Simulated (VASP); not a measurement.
Here is a VASP 6.6.1 calculation.

INCAR

```
SYSTEM = Ge
PREC = Accurate
ENCUT = 520
EDIFF = 1E-6
ISMEAR = 0
SIGMA = 0.05
LREAL = .FALSE.
LASPH = .TRUE.
NELM = 60
ALGO = Normal
ISIF = 2
LWAVE = .FALSE.
LCHARG = .FALSE.
GGA = PE
NBANDS = 13
```

File KPOINTS:

```
regular mesh
0
G
  11 11 10
  0 0 0
```

The input POSCAR:

```
Ge
1.0
    1.3971490000     -2.6005160000      0.0000000000
    1.3971490000      2.6005160000      0.0000000000
    0.0000000000      0.0000000000      2.6982310000
Ge
1
Direct
    0.5000000000      0.5000000000      0.0000000000
```

Potentials or basis: VASP PAW PBE potentials, release 64 (Ge_d).

Launch:

```bash
$ cat potpaw_PBE.64/Ge_d/POTCAR > POTCAR
$ mpirun -np 1 vasp_std > vasp.out
```

(1) Estimate the band gap on the k mesh.

(2) Estimate the pressure.

Results:

(1) zero (band 7 reaches 12.88 eV, above the bottom of band 8 at 3.82 eV).

(2) -0.8 GPa.
